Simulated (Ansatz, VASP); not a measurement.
# C: VASP beside Ansatz

The input INCAR:

```
  ALGO = Normal
  DIPOL = 0.5 0.5 0.335
  EDIFF = 1E-7
  ENCUT = 520
  GGA = PE
  IDIPOL = 3
  ISIF = 2
  ISMEAR = 0
  IVDW = 12
  LASPH = True
  LCHARG = False
  LDIPOL = True
  LREAL = False
  LWAVE = False
  NBANDS = 16
  NELM = 60
  PREC = Accurate
  SIGMA = 0.1
```

File KPOINTS:

```
k-points
0
Gamma
  15 15 1
```

The input POSCAR:

```
C
1.0
    2.4656524409      0.0000000000      0.0000000000
   -1.2328262205      2.1353176508      0.0000000000
    0.0000000000      0.0000000000     17.5000663883
C
4
Direct
    0.6666666667      0.3333333333      0.2571437784
    0.3333333333      0.6666666667      0.2571418816
    0.8333333333      0.3333333333      0.4120022306
    0.5000000000      0.6666666667      0.4120003338
```

Input for Ansatz:

```yaml
crystal:
  lattice:
    - [2.4656524409, 0.0, 0.0]
    - [-1.2328262205, 2.1353176508, 0.0]
    - [0.0, 0.0, 17.5000663883]
  atoms:
    - { symbol: C, position: [0.6666666667, 0.3333333333, 0.2571437784] }
    - { symbol: C, position: [0.3333333333, 0.6666666667, 0.2571418816] }
    - { symbol: C, position: [0.8333333333, 0.3333333333, 0.4120022306] }
    - { symbol: C, position: [0.5, 0.6666666667, 0.4120003338] }
basis:
  ecutwfc: 420
kpoints:
  mp_grid: { grid: [15, 15, 1] }
hamiltonian:
  xc: pbe
  pseudopotentials: { kind: paw, azcp: { folder: soft_1 } }
  dispersion: d3bj
scf:
  occupations: { method: gaussian, width: 0.1 }
output:
  forces: true
  eigenvalues: true
efield:
  axis: 3
  dipole_correction: true
  ramp_width: 0.04
```

Alike in both runs: task single point; functional PBE; dispersion D3(BJ); k mesh 15 × 15 × 1; occupations gaussian, width 0.1 eV; no spin polarisation.

```csv
,VASP,Ansatz
version,VASP 6.6.1,Ansatz 0.2.0
potentials or method,"VASP PAW PBE potentials, release 64 (C), cutoff 520 eV","scalar-relativistic, plane waves, PAW"
valence electrons in the cell,16,16
```

VASP gave:

```
gap on the k mesh at the Fermi level (eV) : 0.30
least direct gap on the mesh (eV)         : 0.31
rms of the force components (eV/Å)        : 0.368
```

**Question.** What did Ansatz give for the same quantities?

**Answer.** gap on the k mesh at the Fermi level (eV): 0.30; least direct gap on the mesh (eV): 0.31; rms of the force components (eV/Å): 0.367.

Atom by atom the forces differ by 0.000 eV/Å (rms over components). Ansatz's warnings: structure snapped to symmetry.
